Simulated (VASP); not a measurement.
# AlN in VASP: single point with HSE06

Aim: the single point of AlN with HSE06.

Program: VASP 6.6.1. These are calculated values, not measurements. Logs are shortened: lines on timing, memory, paths and dates and some standing lists are left out, and cuts for length are marked.

## (1) The cell of the first run

The typed cell holds 16 atoms: a = 6.260 Å, b = 6.260 Å, c = 5.017 Å, α = 90.00°, β = 90.00°, γ = 120.00°.

## (2) Single point, HSE06

POSCAR

```
AlN
1.0
    6.2595139092      0.0000000618      0.0000000000
   -3.1297570081      5.4208980298      0.0000000000
    0.0000000000      0.0000000000      5.0174032950
Al N
8 8
Direct
    0.3335524029      0.1664661886      0.5000247806
    0.3335524029      0.6664661886      0.5000247806
    0.8335524029      0.1664661886      0.5000247806
    0.8335524029      0.6664661886      0.5000247806
    0.1664661886      0.3335524029      0.0000247806
    0.1664661886      0.8335524029      0.0000247806
    0.6664661886      0.3335524029      0.0000247806
    0.6664661886      0.8335524029      0.0000247806
    0.3319615438      0.1680198647      0.8799752194
    0.1680198647      0.3319615438      0.3799752194
    0.3319615438      0.6680198647      0.8799752194
    0.1680198647      0.8319615438      0.3799752194
    0.8319615438      0.1680198647      0.8799752194
    0.6680198647      0.3319615438      0.3799752194
    0.8319615438      0.6680198647      0.8799752194
    0.6680198647      0.8319615438      0.3799752194
```

INCAR.step1

```
  ALGO = Normal
  EDIFF = 1E-5
  ENCUT = 520
  GGA = PE
  GGA_COMPAT = False
  ISIF = 2
  ISMEAR = -1
  ISYM = -1
  LASPH = True
  LREAL = Auto
  LWAVE = True
  NBANDS = 46
  NELM = 120
  PREC = Accurate
  SIGMA = 0.01
```

INCAR.step2

```
  ALGO = Normal
  EDIFF = 1E-6
  ENCUT = 520
  GGA = PE
  GGA_COMPAT = False
  HFSCREEN = 0.2079
  ISIF = 2
  ISMEAR = -1
  ISTART = 1
  ISYM = -1
  LASPH = True
  LCHARG = True
  LELF = True
  LHFCALC = True
  LREAL = Auto
  LVHAR = True
  LWAVE = False
  NBANDS = 46
  NELM = 120
  PREC = Accurate
  PRECFOCK = Fast
  SIGMA = 0.01
```

KPOINTS

```
explicit points
2
Reciprocal
  0.25000000   0.25000000   0.12500000 1
  0.25000000   0.25000000   0.62500000 1
```

Potentials or basis: VASP PAW PBE potentials, release 64 (Al, N).

Launch:

```
cat potpaw_PBE.64/Al/POTCAR potpaw_PBE.64/N/POTCAR > POTCAR
cp INCAR.step1 INCAR
mpirun -np 1 vasp_std > vasp.out
cp INCAR.step2 INCAR
mpirun -np 1 vasp_std > vasp.out
```

OUTCAR:

```text
EDIFF = 1E-6
   ENCUT = 520
   GGA = PE
   HFSCREEN = 0.2079
   ISIF = 2
   ISMEAR = -1
   ISTART = 1
   ISYM = -1
   LASPH = True
   LHFCALC = True
   LREAL = Auto
   NELM = 120
   PREC = Accurate
   PRECFOCK = Fast

 ion  position               nearest neighbor table
   1  0.334  0.166  0.500-  10 1.89   9 1.91  14 1.91  12 1.91   6 3.09   6 3.09   7 3.09   7 3.09
                             5 3.09   5 3.09   2 3.13   2 3.13   3 3.13   3 3.13   4 3.13   4 3.13
   2  0.334  0.666  0.500-  12 1.89  11 1.91  16 1.91  10 1.91   5 3.09   5 3.09   8 3.09   8 3.09
                             6 3.09   6 3.09   1 3.13   1 3.13   4 3.13   4 3.13   3 3.13   3 3.13
   3  0.834  0.166  0.500-  14 1.89  13 1.91  10 1.91  16 1.91   8 3.09   8 3.09   5 3.09   5 3.09
                             7 3.09   7 3.09   4 3.13   4 3.13   1 3.13   1 3.13   2 3.13   2 3.13
   4  0.834  0.666  0.500-  16 1.89  15 1.91  12 1.91  14 1.91   7 3.09   7 3.09   6 3.09   6 3.09
                             8 3.09   8 3.09   3 3.13   3 3.13   2 3.13   2 3.13   1 3.13   1 3.13
   5  0.166  0.334  0.000-   9 1.89  10 1.91  11 1.91  13 1.91   2 3.09   2 3.09   3 3.09   3 3.09
                             1 3.09   1 3.09   6 3.13   6 3.13   7 3.13   7 3.13   8 3.13   8 3.13
   6  0.166  0.834  0.000-  11 1.89  12 1.91   9 1.91  15 1.91   1 3.09   1 3.09   4 3.09   4 3.09
                             2 3.09   2 3.09   5 3.13   5 3.13   8 3.13   8 3.13   7 3.13   7 3.13
   7  0.666  0.334  0.000-  13 1.89  14 1.91  15 1.91   9 1.91   4 3.09   4 3.09   1 3.09   1 3.09
                             3 3.09   3 3.09   8 3.13   8 3.13   5 3.13   5 3.13   6 3.13   6 3.13
   8  0.666  0.834  0.000-  15 1.89  16 1.91  13 1.91  11 1.91   3 3.09   3 3.09   2 3.09   2 3.09
                             4 3.09   4 3.09   7 3.13   7 3.13   6 3.13   6 3.13   5 3.13   5 3.13
   9  0.332  0.168  0.880-   5 1.89   1 1.91   6 1.91   7 1.91
  10  0.168  0.332  0.380-   1 1.89   5 1.91   3 1.91   2 1.91
  11  0.332  0.668  0.880-   6 1.89   2 1.91   5 1.91   8 1.91
  12  0.168  0.832  0.380-   2 1.89   6 1.91   4 1.91   1 1.91
  13  0.832  0.168  0.880-   7 1.89   3 1.91   8 1.91   5 1.91
  14  0.668  0.332  0.380-   3 1.89   7 1.91   1 1.91   4 1.91
  15  0.832  0.668  0.880-   8 1.89   4 1.91   7 1.91   6 1.91
  16  0.668  0.832  0.380-   4 1.89   8 1.91   2 1.91   3 1.91

IMPORTANT INFORMATION: All symmetrisations will be switched off!
NOSYMM: (Re-)initialisation of all symmetry stuff for point group C_1.

----------------------------------------------------------------------------------------

                                     Primitive cell

  volume of cell :     170.2515

  direct lattice vectors                    reciprocal lattice vectors
     6.259513909  0.000000062  0.000000000     0.159756813  0.092235641  0.000000000
    -3.129757008  5.420898030  0.000000000    -0.000000002  0.184471279  0.000000000
     0.000000000  0.000000000  5.017403295     0.000000000  0.000000000  0.199306283

  length of vectors
     6.259513909  6.259513909  5.017403295     0.184471279  0.184471279  0.199306283

  position of ions in fractional coordinates (direct lattice)
     0.333552403  0.166466189  0.500024781
     0.333552403  0.666466189  0.500024781
     0.833552403  0.166466189  0.500024781
     0.833552403  0.666466189  0.500024781
     0.166466189  0.333552403  0.000024781
     0.166466189  0.833552403  0.000024781
[... 8 lines left out ...]
     0.831961544  0.668019865  0.879975219
     0.668019865  0.831961544  0.379975219

  ion indices of the primitive-cell ions
   primitive index   ion index
                 1           1
                 2           2
                 3           3
                 4           4
                 5           5
                 6           6
[... 8 lines left out ...]
                15          15
                16          16

----------------------------------------------------------------------------------------

 KPOINTS: explicit points

Read explicit list of k-points.

 Found      2 k-points:

 Following reciprocal coordinates:
            Coordinates               Weight
  0.250000  0.250000  0.125000      0.500000
  0.250000  0.250000  0.625000      0.500000
   k-points           NKPTS =      2   k-points in BZ     NKDIM =      2   number of bands    NBANDS=     46
   number of dos      NEDOS =    301   number of ions     NIONS =     16
   total plane-waves  NPLWV =  92160
   dimension x,y,z NGX =    48 NGY =   48 NGZ =   40
   dimension x,y,z NGXF=    96 NGYF=   96 NGZF=   80
   ions per type =               8   8
   NGX,Y,Z   is equivalent  to a cutoff of  12.75, 12.75, 13.25 a.u.
   NGXF,Y,Z  is equivalent  to a cutoff of  25.50, 25.50, 26.51 a.u.
 SYSTEM =  unknown system
   PREC   = accura    normal or accurate (medium, high low for compatibility)
   ISTART =      1    job   : 0-new  1-cont  2-samecut
   ICHARG =      0    charge: 1-file 2-atom 10-const
   ISPIN  =      1    spin polarized calculation?
   LNONCOLLINEAR =      F non collinear calculations
   LSORBIT =      F    spin-orbit coupling
   LASPH  =      T    aspherical Exc in radial PAW
   ENCUT  =  520.0 eV  38.22 Ry    6.18 a.u.  11.64 11.64  9.33*2*pi/ulx,y,z
   NELM   =    120;   NELMIN=  2; NELMDL=  0     # of ELM steps
   EDIFF  = 0.1E-05   stopping-criterion for ELM
   LREAL  =      T    real-space projection
   EDIFFG = 0.1E-04   stopping-criterion for IOM
   NSW    =      0    number of steps for IOM
   IBRION =     -1    ionic relax: 0-MD 1-quasi-New 2-CG
   NFREE  =      0    steps in history (QN), initial steepest desc. (CG)
   ISIF   =      2    stress and relaxation
   ISYM   =     -1    0-nonsym 1-usesym 2-fastsym
   POTIM  = 0.5000    time-step for ionic-motion
   TEBEG  =    0.0;   TEEND  =   0.0 temperature during run
   PSTRESS=    0.0 pullay stress
   NELECT =      64.0000    total number of electrons
   NUPDOWN=      -1.0000    fix difference up-down
   EMIN   =  10.00;   EMAX   =-10.00  energy-range for DOS
   EFERMI =   0.00;   METHOD = LEGACY
   ISMEAR =    -1;   SIGMA  =   0.01  broadening in eV -4-tet -1-fermi 0-gaus
   EFERMI_NEDOS =   21; number of points for ismear=-14 and -15
   IALGO  =     38    algorithm
   IMIX   =      1    mixing-type and parameters
     AMIX     =   0.40;   BMIX     =  1.00
     AMIX_MAG =   1.60;   BMIX_MAG =  1.00
  volume/ion in A,a.u.               =      10.64        71.81
  Fermi-wavevector in a.u.,A,eV,Ry     =   1.181511  2.232733 18.993310  1.395969
  Thomas-Fermi vector in A             =   2.317783
   LORBIT       =      0    0 simple, 1 ext, 2 COOP (PROOUT), +10 PAW based schemes
   GGA     = PE    functional components
   LHFCALC =     T    Hartree Fock is set to
   PRECFOCK=fast      Normal, Fast or Accurate (Low or Medium for compatibility)
   ENCUT4O =  -1.0   cutoff for four orbital integrals eV
   NKREDX  =     1    reduce k-point grid by
   NKREDY  =     1    reduce k-point grid by
   NKREDZ  =     1    reduce k-point grid by
   AEXX    =    0.2500 exact exchange contribution
   HFSCREEN=    0.2079 screening length (either q_TF or 0.3 A-1)
   HFSCREENC=   0.2079 screening length for correlation (either q_TF or 0.3 A-1)
   ENCUTFOCK=  -1.0 apply spherical cutoff to Coloumb kernel
   IVDW    =     0    specifies the selected vdW correction
   LEPSILON=     F    determine dielectric tensor
   LRPA    =     F    only Hartree local field effects (RPA)
 non-spin polarized calculation
  energy-cutoff  :      520.00
  volume of cell :      170.25
 maximum number of plane-waves:      4583
 NGX is ok and might be reduce to    48
  NGX = 24; NGY = 24; NGZ = 20

 number of electron      63.9999993 magnetization

 Free energy of the ion-electron system (eV)
  ---------------------------------------------------
  ext. energy  EPLUGINS =         0.00000000
  ---------------------------------------------------
  free energy    TOTEN  =      -141.89176457 eV

  energy without entropy =     -141.89176457  energy(sigma->0) =     -141.89176457

 E-fermi :   4.8822     XC(G=0):  -8.9487

 val. band max:        4.5800201455   @ k =   0.2500   0.2500   0.1250
 cond. band min:      11.7675045894   @ k =   0.2500   0.2500   0.1250
 fundamental gap:      7.1874844439
 Fermi energy:         4.8821612928

 k-point     1 :       0.2500    0.2500    0.1250
  band No.  band energies     occupation
      1     -10.9284      2.00000
      2     -10.2666      2.00000
      3     -10.2666      2.00000
      4      -9.1772      2.00000
      5      -9.1670      2.00000
      6      -8.9146      2.00000
[... 36 lines left out ...]
     43      15.1378      0.00000
     44      15.6015      0.00000

 k-point     2 :       0.2500    0.2500    0.6250
  band No.  band energies     occupation
      1     -10.4958      2.00000
      2      -9.9090      2.00000
      3      -9.9090      2.00000
      4      -9.7822      2.00000
      5      -9.3493      2.00000
      6      -9.3493      2.00000
[... 36 lines left out ...]
     43      15.5335      0.00000
     44      15.5568      0.00000
 [bands above 44 left out]

------------------------ aborting loop because EDIFF is reached ----------------------------------------

  FORCE on cell =-STRESS in cart. coord.  units (eV):
  Direction    XX          YY          ZZ          XY          YZ          ZX
  --------------------------------------------------------------------------------------
  -------------------------------------------------------------------------------------
  Total       -5.9114710    -11.0460021     -2.8416101     -4.4466346      0.1150523      0.0664251
  in kB      -55.6307975   -103.9500842    -26.7414046    -41.8457314      1.0827167      0.6251032
  external PRESSURE =     -62.1074288 kB  Pullay stress =       0.0000000 kB

 VOLUME and BASIS-vectors are now :
 -----------------------------------------------------------------------------
  energy-cutoff  :      520.00
  volume of cell :      170.25
      direct lattice vectors                 reciprocal lattice vectors
     6.259513909  0.000000062  0.000000000     0.159756813  0.092235641  0.000000000
    -3.129757008  5.420898030  0.000000000    -0.000000002  0.184471279  0.000000000
     0.000000000  0.000000000  5.017403295     0.000000000  0.000000000  0.199306283

 POSITION                                       TOTAL-FORCE (eV/Angst)
 -----------------------------------------------------------------------------------
      1.56688      0.90240      2.50883        -0.005352      0.003061      0.026681
      0.00200      3.61285      2.50883        -0.005352      0.003062      0.026680
      4.69663      0.90240      2.50883        -0.005352      0.003062      0.026681
      3.13176      3.61285      2.50883        -0.005352      0.003062      0.026681
     -0.00194      1.80815      0.00012         0.005327     -0.003105      0.026681
     -1.56682      4.51860      0.00012         0.005327     -0.003104      0.026681
[... 8 lines left out ...]
      3.11694      3.62127      4.41519        -0.000906      0.000551     -0.026681
      1.57764      4.50998      1.90649         0.000930     -0.000509     -0.026681
 -----------------------------------------------------------------------------------
    total drift:                               -0.000229     -0.000396      0.026324

  FREE ENERGIE OF THE ION-ELECTRON SYSTEM (eV)
  ---------------------------------------------------
  free  energy   TOTEN  =      -141.8917645683 eV

  energy  without entropy=     -141.8917645683  energy(sigma->0) =     -141.89176457
```

It took 1.8 min on 1 thread of Intel Xeon Platinum 8488C (Sapphire Rapids), shared host; peak memory 0.38 GiB.

What came out:

```yaml
Free_energy: -141.8918 eV
Pressure: -6.2 GPa
Largest_force: 0.027 eV/Å
Band_gap_on_the_k_mesh: 7.19 eV
```

Forces in eV/Å, atoms in the order of the input:
```
Al  -0.005  0.003  0.027
Al  -0.005  0.003  0.027
Al  -0.005  0.003  0.027
Al  -0.005  0.003  0.027
Al   0.005 -0.003  0.027
Al   0.005 -0.003  0.027
Al   0.005 -0.003  0.027
Al   0.005 -0.003  0.027
N   -0.001  0.001 -0.027
N    0.001 -0.001 -0.027
N   -0.001  0.001 -0.027
N    0.001 -0.001 -0.027
N   -0.001  0.001 -0.027
N    0.001 -0.001 -0.027
N   -0.001  0.001 -0.027
N    0.001 -0.001 -0.027
```

Caveat: the stress differs along the axes, from -10 to -3 GPa; the PAW data sets were made with another functional, which shifts forces and pressure a little; a shifted mesh leaves out Γ, where band edges can lie.
